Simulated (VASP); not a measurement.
The system is InGa3P4.

```
In Ga P
1.0
     3.84904   -5.44337    0.00000
     3.84904    5.44337    0.00000
     0.00000    0.00000    3.84904
In Ga P
1 3 4
Direct
  0.00000 0.00000 0.50000
  0.00000 0.50000 0.00000
  0.50000 0.50000 0.50000
  0.50000 0.00000 0.00000
  0.75000 0.75000 0.00000
  0.75000 0.25000 0.50000
  0.25000 0.75000 0.50000
  0.25000 0.25000 0.00000
```

```yaml
Program: VASP 6.6.1
Task: relaxation of cell and atoms
Functional: PBE
Potentials_or_basis: VASP PAW PBE potentials, release 64 (In_d, Ga_d, P)
Cutoff: 600 eV
k_mesh: 4 × 4 × 4
Occupations: gaussian, width 0.1 eV
Spin: no spin polarisation
```

At the start: pressure -6.0 GPa; volume 20.16 Å³/atom.

How do energy, volume and symmetry change on relaxing?

Over 12 steps the energy falls by 63.6 meV/atom and the volume is 18.22 Å³/atom (-9.6 %); space group Cmmm (No. 65, to 0.1 Å) before and after.

The path:
```
step  energy change (eV)  largest force (eV/Å)  pressure (GPa)  volume (Å³)
   1              0.0000                0.6317           -6.02       161.29
   2             -0.3768                0.7230            1.30       144.24
   3             -0.3782                0.7240            0.79       145.07
   4             -0.4560                0.3927            0.77       144.77
   5             -0.4857                0.1095            0.93       144.43
   6             -0.4973                0.0717           -0.63       147.04
   7             -0.4977                0.0645           -0.38       146.62
   8             -0.5032                0.0620           -0.15       146.14
   9             -0.5056                0.0584            0.12       145.60
  10             -0.5082                0.0499            0.02       145.74
  11             -0.5083                0.0478           -0.01       145.78
  12             -0.5087                0.0286            0.02       145.75
```

Final structure:
```
CELL_PARAMETERS angstrom
3.64647 -5.21751 0.00000
3.64647 5.21751 0.00000
0.00000 0.00000 3.83038
ATOMIC_POSITIONS crystal
In 0.00000 0.00000 0.50000
Ga 0.00000 0.50000 0.00000
Ga 0.50000 0.50000 0.50000
Ga 0.50000 0.00000 0.00000
P 0.73695 0.73695 0.00000
P 0.73929 0.26071 0.50000
P 0.26071 0.73929 0.50000
P 0.26305 0.26305 0.00000
```

Caveat: the k points lie up to 0.41 Å⁻¹ apart in the final cell, too coarse for converged energies and pressures of a metal.
